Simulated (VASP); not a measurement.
# AlN (P6_3/mmc) in VASP: a series of runs

Runs on AlN. Level: PBE. Tasks: single point.

Program: VASP 6.6.1. These are calculated values, not measurements. Logs are shortened: lines on timing, memory, paths and dates and some standing lists are left out, and cuts for length are marked.

## (1) The cell of the first run

It takes space group P6_3/mmc (No. 194, hexagonal). The conventional cell has a = 3.259 Å, b = 3.259 Å, c = 4.326 Å, α = 90.00°, β = 90.00°, γ = 120.00°. Al (site symmetry -6m2) has 5 N at 1.88 to 2.16 Å within 2.5 Å. N (site symmetry -6m2) has 5 Al at 1.88 to 2.16 Å within 2.5 Å.

## (2) Single point, PBE

Contents of INCAR:

```
PREC = Accurate
ENCUT = 520
EDIFF = 1E-7
ISMEAR = 0
SIGMA = 0.05
LREAL = False
LASPH = True
NELM = 100
ALGO = Normal
ISIF = 2
LWAVE = False
LCHARG = False
GGA = PE
NBANDS = 16
```

Contents of KPOINTS:

```
Automatic mesh
0
Gamma
  9 9 6
```

Contents of POSCAR:

```
AlN
1.0
    3.2586851769      0.0000000000      0.0000000000
   -1.6293425885      2.8221041461      0.0000000000
    0.0000000000      0.0000000000      4.3260103409
Al N
2 2
Direct
    0.3333333333      0.6666666667      0.7500000000
    0.6666666667      0.3333333333      0.2500000000
    0.3333333333      0.6666666667      0.2500000000
    0.6666666667      0.3333333333      0.7500000000
```

Potentials or basis: VASP PAW PBE potentials, release 64 (Al, N).

Started as:

```bash
> cat potpaw_PBE.64/Al/POTCAR potpaw_PBE.64/N/POTCAR > POTCAR
> mpirun -np 1 vasp_std > vasp.out
```

OUTCAR:

```text
PREC = Accurate
   ENCUT = 520
   EDIFF = 1E-7
   ISMEAR = 0
   LREAL = False
   LASPH = True
   NELM = 100
   ISIF = 2
   GGA = PE

 ion  position               nearest neighbor table
   1  0.333  0.667  0.750-   4 1.88   4 1.88   4 1.88   3 2.16   3 2.16   2 2.87   2 2.87   2 2.87
                             2 2.87   2 2.87   2 2.87
   2  0.667  0.333  0.250-   3 1.88   3 1.88   3 1.88   4 2.16   4 2.16   1 2.87   1 2.87   1 2.87
                             1 2.87   1 2.87   1 2.87
   3  0.333  0.667  0.250-   2 1.88   2 1.88   2 1.88   1 2.16   1 2.16
   4  0.667  0.333  0.750-   1 1.88   1 1.88   1 1.88   2 2.16   2 2.16

  LATTYP: Found a hexagonal cell.
 ALAT       =     3.2586851769
 C/A-ratio  =     1.3275324574

  Lattice vectors:

 A1 = (   3.2586851769,   0.0000000000,   0.0000000000)
 A2 = (  -1.6293425885,   2.8221041461,   0.0000000000)
 A3 = (   0.0000000000,   0.0000000000,   4.3260103409)

Analysis of symmetry for initial positions (statically):
=====================================================================
 Subroutine PRICEL returns:
 Original cell was already a primitive cell.

 Routine SETGRP: Setting up the symmetry group for a
 hexagonal supercell.

 Subroutine GETGRP returns: Found 24 space group operations
 (whereof 12 operations were pure point group operations)
 out of a pool of 24 trial point group operations.

The static configuration has the point symmetry D_3d.
 The point group associated with its full space group is D_6h.

Analysis of symmetry for dynamics (positions and initial velocities):
=====================================================================
 Subroutine PRICEL returns:
 Original cell was already a primitive cell.

 Routine SETGRP: Setting up the symmetry group for a
 hexagonal supercell.

 Subroutine GETGRP returns: Found 24 space group operations
 (whereof 12 operations were pure point group operations)
 out of a pool of 24 trial point group operations.

The dynamic configuration has the point symmetry D_3d.
 The point group associated with its full space group is D_6h.

 Subroutine INISYM returns: Found 24 space group operations
 (whereof 12 operations are pure point group operations),
 and found     1 'primitive' translations

----------------------------------------------------------------------------------------

                                     Primitive cell

  volume of cell :      39.7835

  direct lattice vectors                    reciprocal lattice vectors
     3.258685177  0.000000000  0.000000000     0.306872234  0.177172767  0.000000000
    -1.629342588  2.822104146  0.000000000     0.000000000  0.354345534  0.000000000
     0.000000000  0.000000000  4.326010341     0.000000000  0.000000000  0.231159873

  length of vectors
     3.258685177  3.258685177  4.326010341     0.354345534  0.354345534  0.231159873

  position of ions in fractional coordinates (direct lattice)
     0.333333333  0.666666667  0.750000000
     0.666666667  0.333333333  0.250000000
     0.333333333  0.666666667  0.250000000
     0.666666667  0.333333333  0.750000000

  ion indices of the primitive-cell ions
   primitive index   ion index
                 1           1
                 2           2
                 3           3
                 4           4

----------------------------------------------------------------------------------------

 KPOINTS: Automatic mesh

Automatic generation of k-mesh.
 Grid dimensions read from file:
 generate k-points for:    9    9    6

 Generating k-lattice:

  Cartesian coordinates                     Fractional coordinates (reciprocal lattice)
     0.034096915  0.019685863  0.000000000     0.111111111  0.000000000  0.000000000
     0.000000000  0.039371726  0.000000000     0.000000000  0.111111111  0.000000000
     0.000000000  0.000000000  0.038526645     0.000000000  0.000000000  0.166666667

  Length of vectors
     0.039371726  0.039371726  0.038526645

  Shift w.r.t. Gamma in fractional coordinates (k-lattice)
     0.000000000  0.000000000  0.000000000

 Subroutine IBZKPT returns following result:
 ===========================================

 Found     48 irreducible k-points:

 Following reciprocal coordinates:
            Coordinates               Weight
  0.000000  0.000000  0.000000      1.000000
  0.111111  0.000000  0.000000      6.000000
  0.222222 -0.000000  0.000000      6.000000
  0.333333 -0.000000  0.000000      6.000000
  0.444444 -0.000000  0.000000      6.000000
  0.111111  0.111111  0.000000      6.000000
[... 16 lines left out ...]
  0.333333  0.222222  0.166667     24.000000
  0.333333  0.333333  0.166667      4.000000
 [... further k-points ...]
   k-points           NKPTS =     48   k-points in BZ     NKDIM =     48   number of bands    NBANDS=     16
   number of dos      NEDOS =    301   number of ions     NIONS =      4
   total plane-waves  NPLWV =  18432
   dimension x,y,z NGX =    24 NGY =   24 NGZ =   32
   dimension x,y,z NGXF=    48 NGYF=   48 NGZF=   64
   ions per type =               2   2
   NGX,Y,Z   is equivalent  to a cutoff of  12.24, 12.24, 12.30 a.u.
   NGXF,Y,Z  is equivalent  to a cutoff of  24.49, 24.49, 24.59 a.u.
 SYSTEM =  unknown system
   PREC   = accura    normal or accurate (medium, high low for compatibility)
   ISTART =      0    job   : 0-new  1-cont  2-samecut
   ICHARG =      2    charge: 1-file 2-atom 10-const
   ISPIN  =      1    spin polarized calculation?
   LNONCOLLINEAR =      F non collinear calculations
   LSORBIT =      F    spin-orbit coupling
   LASPH  =      T    aspherical Exc in radial PAW
   ENCUT  =  520.0 eV  38.22 Ry    6.18 a.u.   6.06  6.06  8.04*2*pi/ulx,y,z
   NELM   =    100;   NELMIN=  2; NELMDL= -5     # of ELM steps
   EDIFF  = 0.1E-06   stopping-criterion for ELM
   LREAL  =      F    real-space projection
   EDIFFG = 0.1E-05   stopping-criterion for IOM
   NSW    =      0    number of steps for IOM
   IBRION =     -1    ionic relax: 0-MD 1-quasi-New 2-CG
   NFREE  =      0    steps in history (QN), initial steepest desc. (CG)
   ISIF   =      2    stress and relaxation
   ISYM   =      2    0-nonsym 1-usesym 2-fastsym
   POTIM  = 0.5000    time-step for ionic-motion
   TEBEG  =    0.0;   TEEND  =   0.0 temperature during run
   PSTRESS=    0.0 pullay stress
   NELECT =      16.0000    total number of electrons
   NUPDOWN=      -1.0000    fix difference up-down
   EMIN   =  10.00;   EMAX   =-10.00  energy-range for DOS
   EFERMI =   0.00;   METHOD = LEGACY
   ISMEAR =     0;   SIGMA  =   0.05  broadening in eV -4-tet -1-fermi 0-gaus
   EFERMI_NEDOS =   21; number of points for ismear=-14 and -15
   IALGO  =     38    algorithm
   IMIX   =      4    mixing-type and parameters
     AMIX     =   0.40;   BMIX     =  1.00
     AMIX_MAG =   1.60;   BMIX_MAG =  1.00
  volume/ion in A,a.u.               =       9.95        67.12
  Fermi-wavevector in a.u.,A,eV,Ry     =   1.208409  2.283561 19.867927  1.460251
  Thomas-Fermi vector in A             =   2.344017
   LORBIT       =      0    0 simple, 1 ext, 2 COOP (PROOUT), +10 PAW based schemes
   GGA     = PE    functional components
   LHFCALC =     F    Hartree Fock is set to
   AEXX    =    0.0000 exact exchange contribution
   IVDW    =     0    specifies the selected vdW correction
   LEPSILON=     F    determine dielectric tensor
   LRPA    =     F    only Hartree local field effects (RPA)
 non-spin polarized calculation
 Gauss-broadening in eV      SIGMA  =   0.05
  energy-cutoff  :      520.00
  volume of cell :       39.78
 maximum number of plane-waves:      1092
   NGX = 13   NGY = 13   NGZ = 17

 number of electron      16.0000002 magnetization

 Free energy of the ion-electron system (eV)
  ---------------------------------------------------
  ext. energy  EPLUGINS =         0.00000000
  ---------------------------------------------------
  free energy    TOTEN  =       -29.28422274 eV

  energy without entropy =      -29.28422274  energy(sigma->0) =      -29.28422274

 E-fermi :   8.3511     XC(G=0): -11.1641

 val. band max:        8.1153379890   @ k =   0.0000   0.0000   0.0000
 cond. band min:      11.2642506283   @ k =   0.0000   0.0000   0.0000
 fundamental gap:      3.1489126393
 Fermi energy:         8.3511255501

 k-point     1 :       0.0000    0.0000    0.0000
  band No.  band energies     occupation
      1      -8.8110      2.00000
      2      -5.4613      2.00000
      3       1.0145      2.00000
      4       4.8307      2.00000
      5       4.8307      2.00000
      6       6.2493      2.00000
[... 8 lines left out ...]
     15      19.4183      0.00000
     16      20.1867      0.00000

 k-point     2 :       0.1111    0.0000    0.0000
  band No.  band energies     occupation
      1      -8.6658      2.00000
      2      -5.4348      2.00000
      3       1.1749      2.00000
      4       4.2865      2.00000
      5       4.6346      2.00000
      6       5.7328      2.00000
[... 8 lines left out ...]
     15      19.5529      0.00000
     16      19.5800      0.00000

 k-point     3 :       0.2222   -0.0000    0.0000
  band No.  band energies     occupation
      1      -8.2500      2.00000
      2      -5.4027      2.00000
      3       1.6431      2.00000
      4       3.1131      2.00000
      5       4.2333      2.00000
      6       4.7637      2.00000
[... 8 lines left out ...]
     15      18.5272      0.00000
     16      20.0034      0.00000

 k-point     4 :       0.3333   -0.0000    0.0000
  band No.  band energies     occupation
      1      -7.6369      2.00000
      2      -5.4899      2.00000
      3       2.0235      2.00000
      4       2.3651      2.00000
      5       3.8671      2.00000
      6       3.8899      2.00000
[... 8 lines left out ...]
     15      19.7349      0.00000
     16      20.2523      0.00000
[... 324 lines left out ...]
 k-point    22 :       0.2222    0.2222    0.1667
  band No.  band energies     occupation
      1      -7.1873      2.00000
      2      -5.6791      2.00000
      3       1.7584      2.00000
      4       2.0802      2.00000
      5       3.7155      2.00000
      6       4.0832      2.00000
[... 8 lines left out ...]
     15      19.6241      0.00000
     16      21.1193      0.00000

 k-point    23 :       0.3333    0.2222    0.1667
  band No.  band energies     occupation
      1      -6.6382      2.00000
      2      -5.8922      2.00000
      3       1.4190      2.00000
      4       2.2105      2.00000
      5       2.9130      2.00000
      6       4.6405      2.00000
[... 8 lines left out ...]
     15      19.4294      0.00000
     16      21.1909      0.00000

 k-point    24 :       0.3333    0.3333    0.1667
  band No.  band energies     occupation
      1      -6.2032      2.00000
      2      -6.2032      2.00000
      3       1.4741      2.00000
      4       2.3881      2.00000
      5       2.3881      2.00000
      6       4.6198      2.00000
[... 8 lines left out ...]
     15      19.0585      0.00000
     16      20.9482      0.00000

 [... further k-points ...]

------------------------ aborting loop because EDIFF is reached ----------------------------------------

  FORCE on cell =-STRESS in cart. coord.  units (eV):
  Direction    XX          YY          ZZ          XY          YZ          ZX
  --------------------------------------------------------------------------------------
  -------------------------------------------------------------------------------------
  Total        1.2485760      1.2485760     -0.8755925     -0.0000000      0.0000000      0.0000000
  in kB       50.2831627     50.2831627    -35.2622155     -0.0000000      0.0000000      0.0000000
  external PRESSURE =      21.7680366 kB  Pullay stress =       0.0000000 kB

 VOLUME and BASIS-vectors are now :
 -----------------------------------------------------------------------------
  energy-cutoff  :      520.00
  volume of cell :       39.78
      direct lattice vectors                 reciprocal lattice vectors
     3.258685177  0.000000000  0.000000000     0.306872234  0.177172767  0.000000000
    -1.629342588  2.822104146  0.000000000     0.000000000  0.354345534  0.000000000
     0.000000000  0.000000000  4.326010341     0.000000000  0.000000000  0.231159873

 POSITION                                       TOTAL-FORCE (eV/Angst)
 -----------------------------------------------------------------------------------
     -0.00000      1.88140      3.24451         0.000000     -0.000000      0.000000
      1.62934      0.94070      1.08150        -0.000000      0.000000      0.000000
     -0.00000      1.88140      1.08150         0.000000     -0.000000      0.000000
      1.62934      0.94070      3.24451         0.000000     -0.000000      0.000000
 -----------------------------------------------------------------------------------
    total drift:                               -0.000000      0.000000      0.000000

  FREE ENERGIE OF THE ION-ELECTRON SYSTEM (eV)
  ---------------------------------------------------
  free  energy   TOTEN  =       -29.2842227434 eV

  energy  without entropy=      -29.2842227434  energy(sigma->0) =      -29.28422274
```

It took 15 s on 1 thread of AMD EPYC 9R14 (Zen 4), shared host; peak memory 0.13 GiB.

Results:

```yaml
Free_energy: -29.2842 eV
Pressure: 2.2 GPa
Band_gap_on_the_k_mesh: 3.15 eV, direct
```

Stress tensor (GPa, compression positive):
```
 5.03  0.00  0.00
 0.00  5.03  0.00
 0.00  0.00 -3.53
```

Levels at points of the mesh, in eV from the valence-band top:
```
           k point  band 5  band 6  band 7  band 8  band 9  band 10  band 11  band 12
(0.00, 0.00, 0.00)   -3.28   -1.87   -1.87    0.00    3.15     4.50     8.39     8.39
(0.00, 0.00, 0.50)   -2.61   -2.61   -2.61   -2.61    5.56     5.56     8.64     8.64
```

## (3) Single point, PBE

This run uses another cell than the first one, of the same volume but with other edges.

Contents of INCAR:

```
SYSTEM = AlN
PREC = Accurate ; ENCUT = 520
EDIFF = 1E-7 ; ISMEAR = 0
SIGMA = 0.05 ; LREAL = .FALSE.
LASPH = .TRUE. ; NELM = 80
ALGO = Normal ; ISIF = 2
LWAVE = .FALSE. ; LCHARG = .FALSE.
GGA = PE ; NBANDS = 16
```

Contents of KPOINTS:

```
Automatic mesh
0
G
  9 9 6
  0 0 0
```

Contents of POSCAR:

```
AlN
1.0
    3.5678685258      0.0000000000      0.0000000000
   -1.7839342629      3.0898647807      0.0000000000
    0.0000000000      0.0000000000      3.6087323976
Al N
2 2
Direct
    0.3333333333      0.6666666667      0.7500000000
    0.6666666667      0.3333333333      0.2500000000
    0.3333333333      0.6666666667      0.2500000000
    0.6666666667      0.3333333333      0.7500000000
```

Potentials or basis: VASP PAW PBE potentials, release 64 (Al, N).

Started as:

```bash
> cat potpaw_PBE.64/Al/POTCAR potpaw_PBE.64/N/POTCAR > POTCAR
> mpirun -np 1 vasp_std > vasp.out
```

It took 20 s on 1 thread of AMD EPYC 9R14 (Zen 4), shared host; peak memory 0.13 GiB.

The run converged. Its results:

| Item | Value |
| --- | --- |
| Free energy | -28.3439 eV |
| Pressure | 14.1 GPa |
| Band gap on the k mesh | 3.18 eV, indirect (least direct gap 3.93 eV) |

Stress tensor (GPa, compression positive):
```
-6.95  0.00  0.00
 0.00 -6.95  0.00
 0.00  0.00 56.23
```

Levels at points of the mesh, in eV from the valence-band top:
| k point | band 5 | band 6 | band 7 | band 8 | band 9 | band 10 | band 11 | band 12 |
| --- | --- | --- | --- | --- | --- | --- | --- | --- |
| (0.00, 0.00, 0.00) | -3.66 | -0.90 | -0.90 | -0.75 | 3.18 | 4.89 | 7.98 | 7.98 |
| (0.00, 0.00, 0.50) | -2.29 | -2.29 | -2.29 | -2.29 | 5.94 | 5.94 | 7.58 | 7.58 |

 A k mesh can miss the band edges.

(Continued in part 2 of 2.)
